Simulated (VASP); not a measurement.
# BAs (F-43m) in VASP: further runs, part 2 of 2

VASP 6.6.1.

### 4 Single point, RPBE+D3(BJ)

This run uses another cell than the first one, of 17.71 Å³/atom, 1.040 times its volume.

Contents of INCAR:

```
PREC = Accurate
ENCUT = 520
EDIFF = 1E-6
ISMEAR = 0
SIGMA = 0.1
LREAL = False
LASPH = True
NELM = 80
ALGO = Normal
ISIF = 2
LWAVE = False
LCHARG = False
GGA = RP
IVDW = 12
NBANDS = 11
```

Contents of KPOINTS:

```
Automatic mesh
0
Gamma
  10 10 10
```

Contents of POSCAR:

```
BAs
1.0
    0.0000000000      2.6067919012      2.6067919012
    2.6067919012      0.0000000000      2.6067919012
    2.6067919012      2.6067919012      0.0000000000
As B
1 1
Direct
    0.7500000000      0.7500000000      0.7500000000
    0.0000000000      0.0000000000      0.0000000000
```

Potentials or basis: VASP PAW PBE potentials, release 64 (As, B).

Started as:

```bash
cat potpaw_PBE.64/As/POTCAR potpaw_PBE.64/B/POTCAR > POTCAR
mpirun -np 1 vasp_std > vasp.out
```

OUTCAR:

```text
PREC = Accurate
   ENCUT = 520
   EDIFF = 1E-6
   ISMEAR = 0
   LREAL = False
   LASPH = True
   NELM = 80
   ISIF = 2
   GGA = RP
   IVDW = 12
 IVDW          = 12

 ion  position               nearest neighbor table
   1  0.750  0.750  0.750-   2 2.26   2 2.26   2 2.26   2 2.26
   2  0.000  0.000  0.000-   1 2.26   1 2.26   1 2.26   1 2.26

  LATTYP: Found a face centered cubic cell.
 ALAT       =     5.2135838024

  Lattice vectors:

 A1 = (   0.0000000000,   2.6067919012,   2.6067919012)
 A2 = (   2.6067919012,   0.0000000000,   2.6067919012)
 A3 = (   2.6067919012,   2.6067919012,   0.0000000000)

Analysis of symmetry for initial positions (statically):
=====================================================================
 Subroutine PRICEL returns:
 Original cell was already a primitive cell.

 Routine SETGRP: Setting up the symmetry group for a
 face centered cubic supercell.

 Subroutine GETGRP returns: Found 24 space group operations
 (whereof 24 operations were pure point group operations)
 out of a pool of 48 trial point group operations.

The static configuration has the point symmetry T_d .

Analysis of symmetry for dynamics (positions and initial velocities):
[... 173 lines left out ...]
      6       6.6319      0.00000
      7       6.6319      0.00000
      8       6.6319      0.00000
      9      12.3299      0.00000
     10      15.5621      0.00000
     11      15.5621      0.00000
[... 309 lines left out ...]
 k-point    24 :       0.4000    0.3000    0.0000
  band No.  band energies     occupation
      1      -7.6720      2.00000
      2      -2.2035      2.00000
      3       0.6578      2.00000
      4       1.0148      2.00000
      5       5.4878      0.00000
      6       6.8237      0.00000
      7      10.8656      0.00000
      8      11.1188      0.00000
      9      13.7438      0.00000
     10      16.6961      0.00000
     11      17.9153      0.00000

 [... further k-points ...]

------------------------ aborting loop because EDIFF is reached ----------------------------------------

 Edisp (eV)   -1.80405

 E8    (eV) :    -1.0129

  FORCE on cell =-STRESS in cart. coord.  units (eV):
  Direction    XX          YY          ZZ          XY          YZ          ZX
  --------------------------------------------------------------------------------------
  -------------------------------------------------------------------------------------
  Total      -5.81292    -5.81292    -5.81292     0.00000     0.00000    -0.00000
  in kB    -262.87878  -262.87878  -262.87878     0.00000     0.00000    -0.00000
  external pressure =     -262.88 kB  Pullay stress =        0.00 kB

 VOLUME and BASIS-vectors are now :
 -----------------------------------------------------------------------------
  energy-cutoff  :      520.00
  volume of cell :       35.43
      direct lattice vectors                 reciprocal lattice vectors
     0.000000000  2.606791901  2.606791901    -0.191806642  0.191806642  0.191806642
     2.606791901  0.000000000  2.606791901     0.191806642 -0.191806642  0.191806642
     2.606791901  2.606791901  0.000000000     0.191806642  0.191806642 -0.191806642

 POSITION                                       TOTAL-FORCE (eV/Angst)
 -----------------------------------------------------------------------------------
      3.91019      3.91019      3.91019         0.000000     -0.000000      0.000000
      0.00000      0.00000      0.00000        -0.000000      0.000000     -0.000000
 -----------------------------------------------------------------------------------
    total drift:                               -0.000000     -0.000000     -0.000000

  FREE ENERGIE OF THE ION-ELECTRON SYSTEM (eV)
  ---------------------------------------------------
  free  energy   TOTEN  =       -12.1039851110 eV

  energy  without entropy=      -12.1039851110  energy(sigma->0) =      -12.10398511
```

OSZICAR:

```text
N       E                     dE             d eps       ncg     rms          rms(c)
DAV:   1     0.121577286987E+02    0.12158E+02   -0.35694E+03  1034   0.621E+02
DAV:   2    -0.970672134172E+01   -0.21864E+02   -0.20976E+02  1438   0.942E+01
DAV:   3    -0.105194513469E+02   -0.81273E+00   -0.81029E+00  1263   0.169E+01
DAV:   4    -0.105227101609E+02   -0.32588E-02   -0.32587E-02  1152   0.124E+00
DAV:   5    -0.105227178303E+02   -0.76694E-05   -0.76694E-05  1248   0.654E-02    0.346E+00
DAV:   6    -0.103054403717E+02    0.21728E+00   -0.85546E-01  1064   0.321E+00    0.178E+00
DAV:   7    -0.102971179521E+02    0.83224E-02   -0.65753E-02  1197   0.136E+00    0.824E-01
DAV:   8    -0.102988310158E+02   -0.17131E-02   -0.14209E-02  1067   0.712E-01    0.794E-02
DAV:   9    -0.102995375883E+02   -0.70657E-03   -0.12903E-03  1213   0.175E-01    0.482E-02
DAV:  10    -0.102999133008E+02   -0.37571E-03   -0.57181E-04  1078   0.141E-01    0.102E-02
DAV:  11    -0.102999308683E+02   -0.17568E-04   -0.32919E-05  1288   0.347E-02    0.515E-03
DAV:  12    -0.102999340825E+02   -0.32142E-05   -0.66061E-06  1058   0.169E-02    0.212E-03
DAV:  13    -0.102999340977E+02   -0.15166E-07   -0.39156E-08   820   0.139E-03
   1 F= -.12103985E+02 E0= -.12103985E+02  d E =-.859473E-11
```

Wall time 32 s (1 thread of Intel Xeon 8259CL, shared host); peak memory 0.17 GiB.

What came out:

```yaml
Free_energy: -12.1040 eV
Pressure: -26.3 GPa
Band_gap_on_the_k_mesh: 1.38 eV, indirect (least direct gap 1.69 eV)
Dispersion_energy_per_atom: -0.902 eV
```

Levels at points of the mesh, in eV from the valence-band top:
```csv
k point,band 1,band 2,band 3,band 4,band 5,band 6,band 7,band 8
"(0.00, 0.00, 0.00)",-13.27,0.00,0.00,0.00,1.69,2.99,2.99,2.99
"(0.50, 0.00, 0.00)",-11.26,-7.12,-1.41,-1.41,1.38,4.45,4.45,8.25
"(0.50, 0.50, 0.00)",-10.33,-7.25,-3.09,-3.09,1.71,1.72,9.09,9.09
```

Caveat: three body term missing; the PAW data sets were made with another functional, which shifts forces and pressure a little.

### 5 Single point, RPBE+D3(BJ)

This run uses another cell than the first one, of 18.05 Å³/atom, 1.060 times its volume.

Contents of INCAR:

```
SYSTEM = BAs
PREC = Accurate
ENCUT = 520
EDIFF = 1E-7
ISMEAR = 0
SIGMA = 0.1
LREAL = .FALSE.
LASPH = .TRUE.
NELM = 100
ALGO = Normal
ISIF = 2
LWAVE = .FALSE.
LCHARG = .FALSE.
GGA = RP
IVDW = 12
NBANDS = 11
```

Contents of KPOINTS:

```
Automatic mesh
0
G
  10 10 10
  0 0 0
```

Contents of POSCAR:

```
BAs
1.0
    0.0000000000      2.6233961190      2.6233961190
    2.6233961190      0.0000000000      2.6233961190
    2.6233961190      2.6233961190      0.0000000000
As B
1 1
Direct
    0.7500000000      0.7500000000      0.7500000000
    0.0000000000      0.0000000000      0.0000000000
```

Potentials or basis: VASP PAW PBE potentials, release 64 (As, B).

Started as:

```bash
cat potpaw_PBE.64/As/POTCAR potpaw_PBE.64/B/POTCAR > POTCAR
mpirun -np 1 vasp_std > vasp.out
```

OUTCAR:

```text
SYSTEM = BAs
   PREC = Accurate
   ENCUT = 520
   EDIFF = 1E-7
   ISMEAR = 0
   LREAL = .FALSE.
   LASPH = .TRUE.
   NELM = 100
   ISIF = 2
   GGA = RP
   IVDW = 12
 IVDW          = 12

 ion  position               nearest neighbor table
   1  0.750  0.750  0.750-   2 2.27   2 2.27   2 2.27   2 2.27
   2  0.000  0.000  0.000-   1 2.27   1 2.27   1 2.27   1 2.27

  LATTYP: Found a face centered cubic cell.
 ALAT       =     5.2467922380

  Lattice vectors:

 A1 = (   0.0000000000,   2.6233961190,   2.6233961190)
 A2 = (   2.6233961190,   0.0000000000,   2.6233961190)
 A3 = (   2.6233961190,   2.6233961190,   0.0000000000)

Analysis of symmetry for initial positions (statically):
=====================================================================
 Subroutine PRICEL returns:
 Original cell was already a primitive cell.

 Routine SETGRP: Setting up the symmetry group for a
 face centered cubic supercell.

 Subroutine GETGRP returns: Found 24 space group operations
 (whereof 24 operations were pure point group operations)
 out of a pool of 48 trial point group operations.

[... 171 lines left out ...]
      1      -9.6671      2.00000
      2       3.4743      2.00000
      3       3.4743      2.00000
      4       3.4743      2.00000
      5       4.9725      0.00000
      6       6.4475      0.00000
      7       6.4475      0.00000
      8       6.4475      0.00000
      9      12.0985      0.00000
     10      15.3324      0.00000
     11      15.3324      0.00000
[... 309 lines left out ...]
 k-point    24 :       0.4000    0.3000    0.0000
  band No.  band energies     occupation
      1      -7.7513      2.00000
      2      -2.3283      2.00000
      3       0.5568      2.00000
      4       0.9053      2.00000
      5       5.3270      0.00000
      6       6.6247      0.00000
      7      10.5967      0.00000
      8      10.8429      0.00000
      9      13.4517      0.00000
     10      16.3568      0.00000
     11      17.6470      0.00000

 [... further k-points ...]

------------------------ aborting loop because EDIFF is reached ----------------------------------------

 Edisp (eV)   -1.76476

 E8    (eV) :    -0.9900

  FORCE on cell =-STRESS in cart. coord.  units (eV):
  Direction    XX          YY          ZZ          XY          YZ          ZX
  --------------------------------------------------------------------------------------
  -------------------------------------------------------------------------------------
  Total      -6.08398    -6.08398    -6.08398     0.00000     0.00000    -0.00000
  in kB    -269.94606  -269.94606  -269.94606     0.00000     0.00000    -0.00000
  external pressure =     -269.95 kB  Pullay stress =        0.00 kB

 VOLUME and BASIS-vectors are now :
 -----------------------------------------------------------------------------
  energy-cutoff  :      520.00
  volume of cell :       36.11
      direct lattice vectors                 reciprocal lattice vectors
     0.000000000  2.623396119  2.623396119    -0.190592643  0.190592643  0.190592643
     2.623396119  0.000000000  2.623396119     0.190592643 -0.190592643  0.190592643
     2.623396119  2.623396119  0.000000000     0.190592643  0.190592643 -0.190592643

 POSITION                                       TOTAL-FORCE (eV/Angst)
 -----------------------------------------------------------------------------------
      3.93509      3.93509      3.93509         0.000000      0.000000      0.000000
      0.00000      0.00000      0.00000        -0.000000     -0.000000     -0.000000
 -----------------------------------------------------------------------------------
    total drift:                               -0.000000     -0.000000     -0.000000

  FREE ENERGIE OF THE ION-ELECTRON SYSTEM (eV)
  ---------------------------------------------------
  free  energy   TOTEN  =       -11.9907175023 eV

  energy  without entropy=      -11.9907175023  energy(sigma->0) =      -11.99071750
```

stdout:

```text
POSCAR found type information on POSCAR AsB
 POSCAR found :  2 types and       2 ions
 scaLAPACK will be used
 -----------------------------------------------------------------------------
|                                                                             |
|                                                                             |
|     You enforced a specific xc type in the INCAR file but a different       |
|     I HOPE YOU KNOW WHAT YOU ARE DOING!                                     |
|                                                                             |
 -----------------------------------------------------------------------------

 LDA part: xc-table for (Slater+PW92), standard interpolation
 POSCAR, INCAR and KPOINTS ok, starting setup
 FFT: planning ... GRIDC
 FFT: planning ... GRID_SOFT
 FFT: planning ... GRID
 WAVECAR not read
 entering main loop
```

Run time: 34 s. Hardware: 1 thread of Intel Xeon 8259CL, shared host; peak memory 0.17 GiB.

Results:

- Free energy: -11.9907 eV
- Pressure: -27.0 GPa
- Band gap on the k mesh: 1.30 eV, indirect (least direct gap 1.50 eV)
- Dispersion energy per atom: -0.882 eV

Caveat: three body term missing; the PAW data sets were made with another functional, which shifts forces and pressure a little.

### 6 Single point, PBEsol+D3(BJ)

This run uses another cell than the first one, of 13.24 Å³/atom, 0.777 times its volume.

Contents of INCAR:

```
PREC = Accurate ; ENCUT = 600
EDIFF = 1E-6 ; ISMEAR = -1
SIGMA = 0.05 ; LREAL = False
LASPH = True ; NELM = 120
ALGO = Normal ; ISIF = 2
LWAVE = False ; LCHARG = False
GGA = PS ; IVDW = 12
NBANDS = 16 ; GGA_COMPAT = False
```

Contents of KPOINTS:

```
regular mesh
0
Gamma
  10 10 10
```

Contents of POSCAR:

```
BAs
1.0
    0.0000000000      2.3655283669      2.3655283669
    2.3655283669      0.0000000000      2.3655283669
    2.3655283669      2.3655283669      0.0000000000
As B
1 1
Direct
    0.7500000000      0.7500000000      0.7500000000
    0.0000000000      0.0000000000      0.0000000000
```

Potentials or basis: VASP PAW PBE potentials, release 64 (As_d, B).

Started as:

```bash
cat potpaw_PBE.64/As_d/POTCAR potpaw_PBE.64/B/POTCAR > POTCAR
mpirun -np 1 vasp_std > vasp.out
```

Wall time 13 s (1 thread of Intel Xeon Platinum 8488C (Sapphire Rapids), shared host); peak memory 0.18 GiB.

The run converged. Its results:

- Free energy: -12.8101 eV
- Pressure: -0.2 GPa
- Band gap on the k mesh: 1.06 eV, indirect (least direct gap 3.28 eV)
- Dispersion energy per atom: -0.282 eV

Levels at points of the mesh, in eV from the valence-band top:
```tsv
k point	band 5	band 6	band 7	band 8	band 9	band 10	band 11	band 12	band 13	band 14
(0.00, 0.00, 0.00)	-35.72	-15.70	0.00	0.00	0.00	3.28	3.28	3.28	5.05	9.49
(0.50, 0.00, 0.00)	-35.72	-12.71	-9.03	-1.88	-1.88	2.83	4.78	4.78	8.78	12.78
(0.50, 0.50, 0.00)	-35.71	-11.37	-8.68	-4.22	-4.22	1.29	1.32	11.66	11.66	13.06
```

Caveat: the PAW data sets were made with another functional, which shifts forces and pressure a little.

### 7 Summary

```tsv
level	potentials or basis	cell	cutoff (eV)	smearing	second run	gap on the mesh (eV)	pressure (GPa)
RPBE+D3(BJ)	VASP PAW PBE potentials, release 64 (As, B)	a = 3.639 Å, angles 60.0°, 2 atoms	520	gaussian 0.1 eV	-	1.43	-24.6
RPBE+D3(BJ)	VASP PAW PBE potentials, release 64 (As, B)	a = 3.663 Å, angles 60.0°, 2 atoms	520	gaussian 0.1 eV	-	1.45	-25.5
RPBE+D3(BJ)	VASP PAW PBE potentials, release 64 (As, B)	a = 3.687 Å, angles 60.0°, 2 atoms	520	gaussian 0.1 eV	-	1.38	-26.3
RPBE+D3(BJ)	VASP PAW PBE potentials, release 64 (As, B)	a = 3.710 Å, angles 60.0°, 2 atoms	520	gaussian 0.1 eV	-	1.30	-27.0
PBEsol+D3(BJ)	VASP PAW PBE potentials, release 64 (As_d, B)	a = 3.345 Å, angles 60.0°, 2 atoms	600	fermi-dirac 0.05 eV	valence_matched	1.06	-0.2
```

Alike in all rows: task single point; no spin polarisation; k mesh 10 × 10 × 10.

Caveats: the PAW data sets were made with another functional, which shifts forces and pressure a little; three body term missing (some runs).

Total energies depend on the potentials used, so only differences within one code and one set of settings carry meaning.
